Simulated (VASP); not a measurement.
Runs of VASP 6.6.1 on Al3Cu. It takes space group P4/mmm (No. 123, tetragonal). The conventional cell has a = 2.778 Å, b = 2.778 Å, c = 7.513 Å, α = 90.00°, β = 90.00°, γ = 90.00°. Al (site symmetry 4/mmm) has 16 Al at 2.78 to 3.93 Å and 2 Cu at 3.76 Å within 4.0 Å. Al (site symmetry 4mm) has 4 Cu at 2.60 Å and 9 Al at 2.78 to 3.40 Å within 3.4 Å. Cu (site symmetry 4/mmm) has 8 Al at 2.60 Å and 4 Cu at 2.78 Å within 3.4 Å. 

```tsv
k mesh	gap on the mesh (eV)	pressure (GPa)	largest force (eV/Å)
5 × 5 × 2	none	(a)	0.43
4 × 4 × 2	none	1.3	0.34
3 × 3 × 2	none	-0.6	0.24
6 × 6 × 3	none	(b)	0.19
7 × 7 × 3	none	1.1	0.01
```

Alike in all rows: task single point; level PBEsol; potentials or basis VASP PAW PBE potentials, release 64 (Al, Cu); no spin polarisation; cell as given; cutoff (eV) 600; smearing methfessel-paxton 0.05 eV.

**Question.** Estimate the missing entries.

**Answer.** (a) 1.5; (b) 1.4.

Caveats: some runs use coarse meshes; the PAW data sets were made with another functional, which shifts forces and pressure a little.

A gap of «none» marks levels without a gap at the run's occupations.
